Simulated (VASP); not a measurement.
Input of a VASP 6.6.1 run:

File INCAR:

```
SYSTEM = Na4AlO
ALGO = Normal
EDIFF = 1E-7
EDIFFG = -0.08
ENCUT = 1130
GGA = PE
GGA_COMPAT = .FALSE.
IBRION = 2
ISIF = 3
ISMEAR = 0
LASPH = .TRUE.
LCHARG = .FALSE.
LREAL = .FALSE.
LWAVE = .FALSE.
NELM = 120
NELMIN = 4
NSW = 36
PREC = Accurate
SIGMA = 0.2
```

File KPOINTS:

```
k-points
0
G
  3 3 3
  0 0 0
```

POSCAR

```
Na4AlO
1.0
    6.2800000000      0.0000000000      0.0000000000
    0.0000000000      6.2800000000      0.0000000000
    0.0000000000      0.0000000000      5.1300000000
Na Al O
8 2 2
Direct
    0.8400000000      0.3400000000      0.0000000000
    0.1600000000      0.6600000000      0.0000000000
    0.3400000000      0.1600000000      0.0000000000
    0.1600000000      0.3400000000      0.5000000000
    0.8400000000      0.6600000000      0.5000000000
    0.6600000000      0.8400000000      0.0000000000
    0.6600000000      0.1600000000      0.5000000000
    0.3400000000      0.8400000000      0.5000000000
    0.0000000000      0.0000000000      0.7500000000
    0.0000000000      0.0000000000      0.2500000000
    0.5000000000      0.5000000000      0.7500000000
    0.5000000000      0.5000000000      0.2500000000
```

Potentials or basis: VASP PAW PBE potentials, release 64 (Na_sv, Al, O).

Run with:

```console
$ cat potpaw_PBE.64/Na_sv/POTCAR potpaw_PBE.64/Al/POTCAR potpaw_PBE.64/O/POTCAR > POTCAR
$ mpirun -np 1 vasp_std > vasp.out
```

Q: What does it give for the relaxed volume?

A: 20.94 Å³/atom.

Q: Estimate the band gap on the k mesh.

A: Zero (bands 45 and 46 overlap by 0.58 eV).

Q: Estimate the space group after relaxing (to 0.1 Å).

A: P4/mcc (No. 124).

Q: Predict the relaxed cell.

A: a = 6.492 Å, b = 6.492 Å, c = 5.961 Å, α = 90.00°, β = 90.00°, γ = 90.00°.

Forces on the atoms (eV/Å):
```
Na   0.046 -0.053  0.000
Na  -0.046  0.053  0.000
Na  -0.053 -0.046  0.000
Na  -0.046 -0.053  0.000
Na   0.046  0.053  0.000
Na   0.053  0.046  0.000
Na   0.053 -0.046  0.000
Na  -0.053  0.046  0.000
Al   0.000  0.000  0.000
Al   0.000  0.000  0.000
O    0.000  0.000  0.000
O    0.000  0.000  0.000
```

Caveat: the k points lie up to 0.35 Å⁻¹ apart in the final cell, too coarse for converged energies and pressures of a metal; the volume moved by over 15 % at a fixed basis, so the end points are rough; the relaxation stopped at a loose force limit of 0.08 eV/Å, so its end isn't a converged minimum.
